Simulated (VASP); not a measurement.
A run of VASP 6.6.1 is set up as follows.

The input INCAR:

```
SYSTEM = CdS
PREC     = Accurate       ! precision mode
ENCUT    = 520            ! plane-wave cutoff, eV
EDIFF    = 1E-6           ! SCF threshold, eV
ISMEAR   = -1             ! smearing method
SIGMA    = 0.05           ! smearing width, eV
LREAL    = .FALSE.        ! projectors in reciprocal space
LASPH    = .TRUE.         ! aspherical terms in the spheres
NELM     = 60             ! most SCF steps
ALGO     = Normal         ! electronic algorithm
ISIF     = 2              ! what is computed and relaxed
LWAVE    = .FALSE.        ! write WAVECAR
LCHARG   = .FALSE.        ! write CHGCAR
GGA      = B5             ! functional
ALDAX    = 1.0          
AGGAX    = 1.0          
AGGAC    = 1.0          
ALDAC    = 0.0          
NBANDS   = 16             ! bands
```

Contents of KPOINTS:

```
Automatic mesh
0
G
  8 8 8
  0 0 0
```

Contents of POSCAR:

```
CdS
1.0
    0.0000000000      2.9165000000      2.9165000000
    2.9165000000      0.0000000000      2.9165000000
    2.9165000000      2.9165000000      0.0000000000
Cd S
1 1
Direct
    0.0000000000      0.0000000000      0.0000000000
    0.7500000000      0.7500000000      0.7500000000
```

Potentials or basis: VASP PAW PBE potentials, release 64 (Cd, S).

The run is started by

```console
$ cat potpaw_PBE.64/Cd/POTCAR potpaw_PBE.64/S/POTCAR > POTCAR
$ mpirun -np 1 vasp_std > vasp.out
```

Problem. What does it give for the band gap on the k mesh?

Solution. 1.12 eV, direct.

Problem. What does it give for the pressure?

Solution. 6.5 GPa.

Caveat: the PAW data sets were made with another functional, which shifts forces and pressure a little.
